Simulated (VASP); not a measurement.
A run of VASP 6.6.1:

File INCAR:

```
SYSTEM = Ca
ALGO = Normal
EDIFF = 1E-6
ENCUT = 520
GGA = PE
ISIF = 2
ISMEAR = 1
LASPH = .True.
LCHARG = .True.
LELF = .True.
LREAL = .False.
LVHAR = .True.
LWAVE = .False.
NBANDS = 11
NELM = 80
PREC = Accurate
SIGMA = 0.1
```

Contents of KPOINTS:

```
k-points
0
Gamma
  10 10 10
  0 0 0
```

Contents of POSCAR:

```
Ca
1.0
    2.6150000000      0.0000000000      0.0000000000
    0.0000000000      2.6150000000      0.0000000000
    0.0000000000      0.0000000000      2.6150000000
Ca
1
Direct
    0.0000000000      0.0000000000      0.0000000000
```

Potentials or basis: VASP PAW PBE potentials, release 64 (Ca_sv).

Launch:

```console
$ cat potpaw_PBE.64/Ca_sv/POTCAR > POTCAR
$ mpirun -np 1 vasp_std > vasp.out
```

Hardware: 1 thread of Intel(R) Xeon(R) Platinum 8175M CPU @ 2.50GHz (Skylake/Cascade Lake) (shared host).

**Question.** Estimate the wall time of this run.

**Answer.** Wall time 11 s on 1 thread of Intel(R) Xeon(R) Platinum 8175M CPU @ 2.50GHz (Skylake/Cascade Lake), on a shared host, peak memory 0.13 GiB. Counts: scf iterations 11, k points 56.
